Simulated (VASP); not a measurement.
Write the native input for VASP 6.6.1 that does the following.

| Quantity | Value |
| --- | --- |
| Task | single point |
| Functional | LDA |
| Potentials or basis | VASP PAW LDA potentials, release 64 (Na_pv, I) |
| Cutoff | 520 eV |
| k mesh | 8 × 8 × 8 |
| Occupations | gaussian, width 0.01 eV |
| Spin | no spin polarisation |
| Dipole correction | no |
| Further INCAR settings | ALGO = Normal; EDIFF = 1e-07; NBANDS = 14 |

The structure of NaI lies in POSCAR:

```
NaI
1.0
    0.0000000000      3.2364000000      3.2364000000
    3.2364000000      0.0000000000      3.2364000000
    3.2364000000      3.2364000000      0.0000000000
Na I
1 1
Direct
    0.0000000000      0.0000000000      0.0000000000
    0.5000000000      0.5000000000      0.5000000000
```

The input as run:

INCAR

```
PREC = Accurate
ENCUT = 520
EDIFF = 1E-7
ISMEAR = 0
SIGMA = 0.01
LREAL = F
LASPH = T
NELM = 80
ALGO = Normal
ISIF = 2
LWAVE = F
LCHARG = F
GGA = CA
NBANDS = 14
```

KPOINTS

```
Automatic mesh
0
Gamma
  8 8 8
```

Potentials or basis: VASP PAW LDA potentials, release 64 (Na_pv, I).

Launch:

```console
$ cat potpaw_LDA.64/Na_pv/POTCAR potpaw_LDA.64/I/POTCAR > POTCAR
$ mpirun -np 1 vasp_std > vasp.out
```

It gave:

```yaml
Pressure: -1.6 GPa
Band_gap_on_the_k_mesh: 3.35 eV, direct
```

Caveat: spin-orbit coupling is left out, which moves the levels of the heavy elements.

It took 9.6 s on 1 thread of Intel(R) Xeon(R) 6975P-C (Granite Rapids), with other jobs on the host, peak memory 0.18 GiB.
